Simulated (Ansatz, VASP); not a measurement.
Ni: VASP beside Ansatz

```xyz
1
Lattice="2.2889 0.0000 0.0000 0.0000 2.2889 0.0000 0.0000 0.0000 2.2889" Properties=species:S:1:pos:R:3 pbc="T T T"
Ni    0.0000    0.0000    0.0000
```

Alike in both runs: functional PBEsol; k mesh 24 × 24 × 24; occupations gaussian, width 0.1 eV; collinear spin.

Ansatz relaxed the structure, and its values are those at the end. VASP's run is a single point on that final structure, the one shown.

|  | VASP | Ansatz |
| --- | --- | --- |
| version | VASP 6.6.1 | Ansatz 0.2.0 |
| potentials or method | VASP PAW PBE potentials, release 64 (Ni), cutoff 520 eV | scalar-relativistic, plane waves, PAW |
| valence electrons in the cell | 10 | 18 |

Ansatz gave:

* gap on the k mesh at the Fermi level (eV): none
* pressure (GPa): 0.0
* net moment per atom (μB): 0.52
* size of the moment on the site where the two differ most (μB): 0.54

Task: Estimate VASP's values.

Result: gap on the k mesh at the Fermi level (eV): none; pressure (GPa): -0.2; net moment per atom (μB): 0.50; size of the moment on the site where the two differ most (μB): 0.51.

VASP's potentials were made for PBE, not for PBEsol. Site moments also hang on the region over which each program counts them. A gap of «none» marks a metal or a gap that the smearing closes. VASP's potentials hold 10 valence electrons a cell and Ansatz's 18, so a difference there can come from the potentials and not from the codes.
